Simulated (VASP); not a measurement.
# AlN (P6_3/mmc) in VASP: a series of runs

AlN is run at these levels: PBEsol; tasks: single point.

All numbers are computed with VASP 6.6.1; they aren't measurements. Logs are shortened: lines on timing, memory, paths and dates and some standing lists are left out, and cuts for length are marked.

## (1) The cell of the first run

Symmetry: P6_3/mmc, No. 194, hexagonal system. Conventional cell: a = 3.125 Å, b = 3.125 Å, c = 4.178 Å, α = 90.00°, β = 90.00°, γ = 120.00°. Al (site symmetry -6m2) has 5 N at 1.80 to 2.09 Å within 2.4 Å. N (site symmetry -6m2) has 5 Al at 1.80 to 2.09 Å within 2.4 Å.

## (2) Single point, PBEsol (volume 8.832 Å^3 an atom, c/a of the conventional cell 1.3371)

Input file INCAR:

```
SYSTEM = AlN
PREC = Accurate ; ENCUT = 520
EDIFF = 1E-6 ; ISMEAR = 0
SIGMA = 0.05 ; LREAL = .FALSE.
LASPH = .TRUE. ; NELM = 100
ALGO = Normal ; ISIF = 2
LWAVE = .FALSE. ; LCHARG = .FALSE.
GGA = PS ; NBANDS = 16
```

Input file KPOINTS:

```
Automatic mesh
0
G
  9 9 6
  0 0 0
```

Input file POSCAR:

```
AlN
1.0
    3.1246989183      0.0000000000      0.0000000000
   -1.5623494592      2.7060686424      0.0000000000
    0.0000000000      0.0000000000      4.1780349237
Al N
2 2
Direct
    0.3333333333      0.6666666667      0.7500000000
    0.6666666667      0.3333333333      0.2500000000
    0.3333333333      0.6666666667      0.2500000000
    0.6666666667      0.3333333333      0.7500000000
```

Potentials or basis: VASP PAW PBE potentials, release 64 (Al, N).

On the command line:

```console
$ cat potpaw_PBE.64/Al/POTCAR potpaw_PBE.64/N/POTCAR > POTCAR
$ mpirun -np 1 vasp_std > vasp.out
```

OUTCAR:

```text
SYSTEM = AlN
   PREC = Accurate
   ENCUT = 520
   EDIFF = 1E-6
   ISMEAR = 0
   LREAL = .FALSE.
   LASPH = .TRUE.
   NELM = 100
   ISIF = 2
   GGA = PS

 ion  position               nearest neighbor table
   1  0.333  0.667  0.750-   4 1.80   4 1.80   4 1.80   3 2.09   3 2.09   2 2.76   2 2.76   2 2.76
                             2 2.76   2 2.76   2 2.76
   2  0.667  0.333  0.250-   3 1.80   3 1.80   3 1.80   4 2.09   4 2.09   1 2.76   1 2.76   1 2.76
                             1 2.76   1 2.76   1 2.76
   3  0.333  0.667  0.250-   2 1.80   2 1.80   2 1.80   1 2.09   1 2.09
   4  0.667  0.333  0.750-   1 1.80   1 1.80   1 1.80   2 2.09   2 2.09

  LATTYP: Found a hexagonal cell.
 ALAT       =     3.1246989183
 C/A-ratio  =     1.3371000000

  Lattice vectors:

 A1 = (   3.1246989183,   0.0000000000,   0.0000000000)
 A2 = (  -1.5623494592,   2.7060686424,   0.0000000000)
 A3 = (   0.0000000000,   0.0000000000,   4.1780349237)

Analysis of symmetry for initial positions (statically):
=====================================================================
 Subroutine PRICEL returns:
 Original cell was already a primitive cell.

 Routine SETGRP: Setting up the symmetry group for a
 hexagonal supercell.

 Subroutine GETGRP returns: Found 24 space group operations
 (whereof 12 operations were pure point group operations)
 out of a pool of 24 trial point group operations.

The static configuration has the point symmetry D_3d.
 The point group associated with its full space group is D_6h.

Analysis of symmetry for dynamics (positions and initial velocities):
=====================================================================
 Subroutine PRICEL returns:
 Original cell was already a primitive cell.

 Routine SETGRP: Setting up the symmetry group for a
 hexagonal supercell.

 Subroutine GETGRP returns: Found 24 space group operations
 (whereof 12 operations were pure point group operations)
 out of a pool of 24 trial point group operations.

The dynamic configuration has the point symmetry D_3d.
 The point group associated with its full space group is D_6h.

 Subroutine INISYM returns: Found 24 space group operations
 (whereof 12 operations are pure point group operations),
 and found     1 'primitive' translations

----------------------------------------------------------------------------------------

                                     Primitive cell

  volume of cell :      35.3280

  direct lattice vectors                    reciprocal lattice vectors
     3.124698918  0.000000000  0.000000000     0.320030834  0.184769888  0.000000000
    -1.562349459  2.706068642  0.000000000     0.000000000  0.369539776  0.000000000
     0.000000000  0.000000000  4.178034924     0.000000000  0.000000000  0.239346970

  length of vectors
     3.124698918  3.124698918  4.178034924     0.369539776  0.369539776  0.239346970

  position of ions in fractional coordinates (direct lattice)
     0.333333333  0.666666667  0.750000000
     0.666666667  0.333333333  0.250000000
     0.333333333  0.666666667  0.250000000
     0.666666667  0.333333333  0.750000000

  ion indices of the primitive-cell ions
   primitive index   ion index
                 1           1
                 2           2
                 3           3
                 4           4

----------------------------------------------------------------------------------------

 KPOINTS: Automatic mesh

Automatic generation of k-mesh.
 Grid dimensions read from file:
 generate k-points for:    9    9    6

 Generating k-lattice:

  Cartesian coordinates                     Fractional coordinates (reciprocal lattice)
     0.035558982  0.020529988  0.000000000     0.111111111  0.000000000  0.000000000
     0.000000000  0.041059975  0.000000000     0.000000000  0.111111111  0.000000000
     0.000000000  0.000000000  0.039891162     0.000000000  0.000000000  0.166666667

  Length of vectors
     0.041059975  0.041059975  0.039891162

  Shift w.r.t. Gamma in fractional coordinates (k-lattice)
     0.000000000  0.000000000  0.000000000

 Subroutine IBZKPT returns following result:
 ===========================================

 Found     48 irreducible k-points:

 Following reciprocal coordinates:
            Coordinates               Weight
  0.000000  0.000000  0.000000      1.000000
  0.111111 -0.000000  0.000000      6.000000
  0.222222  0.000000  0.000000      6.000000
  0.333333  0.000000  0.000000      6.000000
  0.444444  0.000000  0.000000      6.000000
  0.111111  0.111111  0.000000      6.000000
[... 16 lines left out ...]
  0.333333  0.222222  0.166667     24.000000
  0.333333  0.333333  0.166667      4.000000
 [... further k-points ...]
   k-points           NKPTS =     48   k-points in BZ     NKDIM =     48   number of bands    NBANDS=     16
   number of dos      NEDOS =    301   number of ions     NIONS =      4
   total plane-waves  NPLWV =  18432
   dimension x,y,z NGX =    24 NGY =   24 NGZ =   32
   dimension x,y,z NGXF=    48 NGYF=   48 NGZF=   64
   ions per type =               2   2
   NGX,Y,Z   is equivalent  to a cutoff of  12.77, 12.77, 12.73 a.u.
   NGXF,Y,Z  is equivalent  to a cutoff of  25.54, 25.54, 25.47 a.u.
 SYSTEM =  AlN
   PREC   = accura    normal or accurate (medium, high low for compatibility)
   ISTART =      0    job   : 0-new  1-cont  2-samecut
   ICHARG =      2    charge: 1-file 2-atom 10-const
   ISPIN  =      1    spin polarized calculation?
   LNONCOLLINEAR =      F non collinear calculations
   LSORBIT =      F    spin-orbit coupling
   LASPH  =      T    aspherical Exc in radial PAW
   ENCUT  =  520.0 eV  38.22 Ry    6.18 a.u.   5.81  5.81  7.77*2*pi/ulx,y,z
   NELM   =    100;   NELMIN=  2; NELMDL= -5     # of ELM steps
   EDIFF  = 0.1E-05   stopping-criterion for ELM
   LREAL  =      F    real-space projection
   EDIFFG = 0.1E-04   stopping-criterion for IOM
   NSW    =      0    number of steps for IOM
   IBRION =     -1    ionic relax: 0-MD 1-quasi-New 2-CG
   NFREE  =      0    steps in history (QN), initial steepest desc. (CG)
   ISIF   =      2    stress and relaxation
   ISYM   =      2    0-nonsym 1-usesym 2-fastsym
   POTIM  = 0.5000    time-step for ionic-motion
   TEBEG  =    0.0;   TEEND  =   0.0 temperature during run
   PSTRESS=    0.0 pullay stress
   NELECT =      16.0000    total number of electrons
   NUPDOWN=      -1.0000    fix difference up-down
   EMIN   =  10.00;   EMAX   =-10.00  energy-range for DOS
   EFERMI =   0.00;   METHOD = LEGACY
   ISMEAR =     0;   SIGMA  =   0.05  broadening in eV -4-tet -1-fermi 0-gaus
   EFERMI_NEDOS =   21; number of points for ismear=-14 and -15
   IALGO  =     38    algorithm
   IMIX   =      4    mixing-type and parameters
     AMIX     =   0.40;   BMIX     =  1.00
     AMIX_MAG =   1.60;   BMIX_MAG =  1.00
  volume/ion in A,a.u.               =       8.83        59.60
  Fermi-wavevector in a.u.,A,eV,Ry     =   1.257212  2.375786 21.505120  1.580582
  Thomas-Fermi vector in A             =   2.390882
   LORBIT       =      0    0 simple, 1 ext, 2 COOP (PROOUT), +10 PAW based schemes
   GGA     = PS    functional components
   LHFCALC =     F    Hartree Fock is set to
   AEXX    =    0.0000 exact exchange contribution
   IVDW    =     0    specifies the selected vdW correction
   LEPSILON=     F    determine dielectric tensor
   LRPA    =     F    only Hartree local field effects (RPA)
 non-spin polarized calculation
 Gauss-broadening in eV      SIGMA  =   0.05
  energy-cutoff  :      520.00
  volume of cell :       35.33
 maximum number of plane-waves:       964
 NGX is ok and might be reduce to    24
   NGX = 11   NGY = 11   NGZ = 15

 number of electron      15.9999995 magnetization

 Free energy of the ion-electron system (eV)
  ---------------------------------------------------
  ext. energy  EPLUGINS =         0.00000000
  ---------------------------------------------------
  free energy    TOTEN  =       -30.50881713 eV

  energy without entropy =      -30.50881713  energy(sigma->0) =      -30.50881713

 E-fermi :   9.6941     XC(G=0): -11.8945

 val. band max:        9.4468720815   @ k =   0.0000   0.0000   0.0000
 cond. band min:      13.4477120854   @ k =   0.0000   0.0000   0.0000
 fundamental gap:      4.0008400039
 Fermi energy:         9.6940814576

 k-point     1 :       0.0000    0.0000    0.0000
  band No.  band energies     occupation
      1      -8.4422      2.00000
      2      -4.5030      2.00000
      3       1.4620      2.00000
      4       5.8309      2.00000
      5       5.8309      2.00000
      6       7.3187      2.00000
[... 8 lines left out ...]
     15      21.5636      0.00000
     16      21.8508      0.00000

 k-point     2 :       0.1111   -0.0000    0.0000
  band No.  band energies     occupation
      1      -8.2743      2.00000
      2      -4.4670      2.00000
      3       1.6389      2.00000
      4       5.2464      2.00000
      5       5.6119      2.00000
      6       6.8171      2.00000
[... 8 lines left out ...]
     15      21.1448      0.00000
     16      21.8361      0.00000

 k-point     3 :       0.2222    0.0000    0.0000
  band No.  band energies     occupation
      1      -7.7916      2.00000
      2      -4.4177      2.00000
      3       2.1564      2.00000
      4       3.9682      2.00000
      5       5.1724      2.00000
      6       5.8364      2.00000
[... 8 lines left out ...]
     15      20.1174      0.00000
     16      22.1610      0.00000
[... 362 lines left out ...]
 k-point    23 :       0.3333    0.2222    0.1667
  band No.  band energies     occupation
      1      -5.8792      2.00000
      2      -4.9918      2.00000
      3       2.0239      2.00000
      4       2.9876      2.00000
      5       3.8317      2.00000
      6       5.5688      2.00000
[... 8 lines left out ...]
     15      21.7540      0.00000
     16      23.7589      0.00000

 k-point    24 :       0.3333    0.3333    0.1667
  band No.  band energies     occupation
      1      -5.3581      2.00000
      2      -5.3581      2.00000
      3       1.9889      2.00000
      4       3.2801      2.00000
      5       3.2801      2.00000
      6       5.5049      2.00000
[... 8 lines left out ...]
     15      21.5422      0.00000
     16      23.5821      0.00000

 [... further k-points ...]

------------------------ aborting loop because EDIFF is reached ----------------------------------------

  FORCE on cell =-STRESS in cart. coord.  units (eV):
  Direction    XX          YY          ZZ          XY          YZ          ZX
  --------------------------------------------------------------------------------------
  -------------------------------------------------------------------------------------
  Total        8.7015776      8.7015776      2.8035309     -0.0000000      0.0000000      0.0000000
  in kB      394.6294807    394.6294807    127.1442939     -0.0000000      0.0000000      0.0000000
  external PRESSURE =     305.4677518 kB  Pullay stress =       0.0000000 kB

 VOLUME and BASIS-vectors are now :
 -----------------------------------------------------------------------------
  energy-cutoff  :      520.00
  volume of cell :       35.33
      direct lattice vectors                 reciprocal lattice vectors
     3.124698918  0.000000000  0.000000000     0.320030834  0.184769888  0.000000000
    -1.562349459  2.706068642  0.000000000     0.000000000  0.369539776  0.000000000
     0.000000000  0.000000000  4.178034924     0.000000000  0.000000000  0.239346970

 POSITION                                       TOTAL-FORCE (eV/Angst)
 -----------------------------------------------------------------------------------
     -0.00000      1.80405      3.13353        -0.000000     -0.000000      0.000000
      1.56235      0.90202      1.04451         0.000000      0.000000      0.000000
     -0.00000      1.80405      1.04451         0.000000      0.000000      0.000000
      1.56235      0.90202      3.13353        -0.000000     -0.000000      0.000000
 -----------------------------------------------------------------------------------
    total drift:                               -0.000000      0.000000     -0.000000

  FREE ENERGIE OF THE ION-ELECTRON SYSTEM (eV)
  ---------------------------------------------------
  free  energy   TOTEN  =       -30.5088171347 eV

  energy  without entropy=      -30.5088171347  energy(sigma->0) =      -30.50881713
```

It used 16 s of CPU time on 1 thread of AMD EPYC 7R13 Processor (Zen 3), with other jobs on the host.

What came out:

```
Free energy            : -30.5088 eV
Pressure               : 30.5 GPa
Band gap on the k mesh : 4.00 eV, direct
```

Caveat: the PAW data sets were made with another functional, which shifts forces and pressure a little. A k mesh can miss the band edges.

## (3) Single point, PBEsol (volume 8.832 Å^3 an atom, c/a of the conventional cell 1.1761)

Input file INCAR:

```
PREC = Accurate
ENCUT = 520
EDIFF = 1E-7
ISMEAR = 0
SIGMA = 0.05
LREAL = F
LASPH = T
NELM = 60
ALGO = Normal
ISIF = 2
LWAVE = F
LCHARG = F
GGA = PS
NBANDS = 16
```

Input file KPOINTS:

```
Automatic mesh
0
Gamma
  9 9 6
```

Input file POSCAR:

```
AlN
1.0
    3.2612297092      0.0000000000      0.0000000000
   -1.6306148546      2.8243077757      0.0000000000
    0.0000000000      0.0000000000      3.8355322610
Al N
2 2
Direct
    0.3333333333      0.6666666667      0.7500000000
    0.6666666667      0.3333333333      0.2500000000
    0.3333333333      0.6666666667      0.2500000000
    0.6666666667      0.3333333333      0.7500000000
```

Potentials or basis: VASP PAW PBE potentials, release 64 (Al, N).

On the command line:

```console
$ cat potpaw_PBE.64/Al/POTCAR potpaw_PBE.64/N/POTCAR > POTCAR
$ mpirun -np 1 vasp_std > vasp.out
```

OUTCAR:

```text
PREC = Accurate
   ENCUT = 520
   EDIFF = 1E-7
   ISMEAR = 0
   LREAL = F
   LASPH = T
   NELM = 60
   ISIF = 2
   GGA = PS

 ion  position               nearest neighbor table
   1  0.333  0.667  0.750-   4 1.88   4 1.88   4 1.88   3 1.92   3 1.92   2 2.69   2 2.69   2 2.69
                             2 2.69   2 2.69   2 2.69
   2  0.667  0.333  0.250-   3 1.88   3 1.88   3 1.88   4 1.92   4 1.92   1 2.69   1 2.69   1 2.69
                             1 2.69   1 2.69   1 2.69
   3  0.333  0.667  0.250-   2 1.88   2 1.88   2 1.88   1 1.92   1 1.92
[... 661 lines left out ...]
  --------------------------------------------------------------------------------------
  -------------------------------------------------------------------------------------
  Total        4.3559670      4.3559670      9.0220948      0.0000000      0.0000000     -0.0000000
  in kB      197.5495822    197.5495822    409.1654159      0.0000000      0.0000000     -0.0000000
  external PRESSURE =     268.0881934 kB  Pullay stress =       0.0000000 kB

 VOLUME and BASIS-vectors are now :
 -----------------------------------------------------------------------------
  energy-cutoff  :      520.00
  volume of cell :       35.33
      direct lattice vectors                 reciprocal lattice vectors
     3.261229709  0.000000000  0.000000000     0.306632801  0.177034530  0.000000000
    -1.630614855  2.824307776  0.000000000     0.000000000  0.354069060  0.000000000
     0.000000000  0.000000000  3.835532261     0.000000000  0.000000000  0.260720008

 POSITION                                       TOTAL-FORCE (eV/Angst)
 -----------------------------------------------------------------------------------
     -0.00000      1.88287      2.87665        -0.000000      0.000000      0.000000
      1.63061      0.94144      0.95888        -0.000000      0.000000      0.000000
     -0.00000      1.88287      0.95888         0.000000      0.000000      0.000000
      1.63061      0.94144      2.87665         0.000000      0.000000      0.000000
 -----------------------------------------------------------------------------------
    total drift:                               -0.000000      0.000000     -0.000000

  FREE ENERGIE OF THE ION-ELECTRON SYSTEM (eV)
  ---------------------------------------------------
  free  energy   TOTEN  =       -30.5800838207 eV

  energy  without entropy=      -30.5800838207  energy(sigma->0) =      -30.58008382
```

stdout:

```text
POSCAR found type information on POSCAR AlN
 POSCAR found :  2 types and       4 ions
 scaLAPACK will be used
 -----------------------------------------------------------------------------
|                                                                             |
|                                                                             |
|     You enforced a specific xc type in the INCAR file but a different       |
|     I HOPE YOU KNOW WHAT YOU ARE DOING!                                     |
|                                                                             |
 -----------------------------------------------------------------------------

 LDA part: xc-table for (Slater+PW92), standard interpolation
 POSCAR, INCAR and KPOINTS ok, starting setup
 FFT: planning ... GRIDC
 FFT: planning ... GRID_SOFT
 FFT: planning ... GRID
 WAVECAR not read
 entering main loop
```

It used 18 s of CPU time on 1 thread of AMD EPYC 7R13 Processor (Zen 3), with other jobs on the host.

What came out:

```
Free energy            : -30.5801 eV
Pressure               : 26.8 GPa
Band gap on the k mesh : 4.15 eV, direct
```

Stress tensor (GPa, compression positive):
```
19.75  0.00  0.00
 0.00 19.75  0.00
 0.00  0.00 40.92
```

Levels at points of the mesh, in eV from the valence-band top:
```
           k point  band 5  band 6  band 7  band 8  band 9  band 10  band 11  band 12
(0.00, 0.00, 0.00)   -3.60   -1.43   -1.43    0.00    4.15     5.42     8.73     8.73
(0.00, 0.00, 0.50)   -2.57   -2.57   -2.57   -2.57    6.46     6.46     8.67     8.67
```

Caveat: the PAW data sets were made with another functional, which shifts forces and pressure a little. A k mesh can miss the band edges.

(Part 1 of 2 ends here.)
